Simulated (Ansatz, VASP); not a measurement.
## Two plane-wave programs on Al

The input POSCAR:

```
Al
1.0
    2.6015212001      0.0000000000      0.0000000000
   -1.3007606000      2.2529834478      0.0000000000
    0.0000000000      0.0000000000      4.8668500000
Al
2
Direct
    0.6666666667      0.3333333333      0.7500000000
    0.3333333333      0.6666666667      0.2500000000
```

The input INCAR.step1:

```
PREC = Accurate
ENCUT = 520
ISMEAR = 0
SIGMA = 0.15
LREAL = F
LASPH = T
NELM = 60
NBANDS = 10
GGA = PE
ALGO = Normal
EDIFF = 1E-4
LWAVE = T
LCHARG = F
```

The input INCAR.step2:

```
PREC = Accurate
ENCUT = 520
EDIFF = 1E-6
ISMEAR = 0
SIGMA = 0.15
LREAL = F
LASPH = T
NELM = 60
ALGO = Normal
ISIF = 2
LWAVE = F
LCHARG = F
METAGGA = R2SCAN
LMIXTAU = T
NBANDS = 10
ISTART = 1
```

Contents of KPOINTS:

```
regular mesh
0
Gamma
  21 21 10
```

Input for Ansatz:

```yaml
crystal:
  lattice:
    - [2.6015212001, 0.0, 0.0]
    - [-1.3007606, 2.2529834478, 0.0]
    - [0.0, 0.0, 4.86685]
  atoms:
    - { symbol: Al, position: [0.6666666667, 0.3333333333, 0.75] }
    - { symbol: Al, position: [0.3333333333, 0.6666666667, 0.25] }
basis:
  ecutwfc: 500
kpoints:
  mp_grid: { grid: [21, 21, 10] }
hamiltonian:
  xc: r2scan
scf:
  occupations: { method: gaussian, width: 0.15 }
output:
  forces: true
  stress: true
  eigenvalues: true
```

Change from the starting cell: strain -0.0750 x Voigt [1, 1, 0, 0, 0, 0], atoms carried along.

Alike in both runs: task single point; functional r2SCAN; k mesh 21 × 21 × 10; occupations gaussian, width 0.15 eV; no spin polarisation.

```csv
,VASP,Ansatz
version,VASP 6.6.1,Ansatz 0.2.0
potentials or method,"VASP PAW PBE potentials, release 64 (Al), cutoff 520 eV","scalar-relativistic, plane waves, PAW"
valence electrons in the cell,6,6
```

```csv
,VASP,Ansatz,Ansatz less VASP
gap on the k mesh at the Fermi level (eV),none,none,-
pressure (GPa),16.1,16.5,+0.44
"traceless stress, the component that is largest in VASP (GPa)",-13.69,-13.74,-0.051
```

VASP's potentials were made for PBE, not for r2SCAN. A gap of «none» marks a metal or a gap that the smearing closes.
